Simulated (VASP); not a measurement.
A run of VASP 6.6.1 is set up as follows.

Contents of INCAR:

```
SYSTEM = Li2Se
PREC = Accurate
ENCUT = 750
EDIFF = 1E-6
ISMEAR = 0
SIGMA = 0.02
LREAL = .False.
LASPH = .True.
NELM = 120
ALGO = Normal
ISIF = 2
LWAVE = .False.
LCHARG = .False.
GGA = PE
NBANDS = 13
GGA_COMPAT = .False.
```

The input KPOINTS:

```
Automatic mesh
0
Gamma
  6 6 6
  0 0 0
```

Contents of POSCAR:

```
Li2Se
1.0
    0.0000000000      3.0128787352      3.0128787352
    3.0128787352      0.0000000000      3.0128787352
    3.0128787352      3.0128787352      0.0000000000
Se Li
1 2
Direct
    0.0000000000      0.0000000000      0.0000000000
    0.2500000000      0.2500000000      0.2500000000
    0.7500000000      0.7500000000      0.7500000000
```

Potentials or basis: VASP PAW PBE potentials, release 64 (Se, Li_sv).

Launch:

```bash
$ cat potpaw_PBE.64/Se/POTCAR potpaw_PBE.64/Li_sv/POTCAR > POTCAR
$ mpirun -np 1 vasp_std > vasp.out
```

Predict the pressure.

-0.4 GPa.

Predict the band gap on the k mesh.

2.98 eV, indirect (least direct gap 3.34 eV).

A k mesh can miss the band edges.
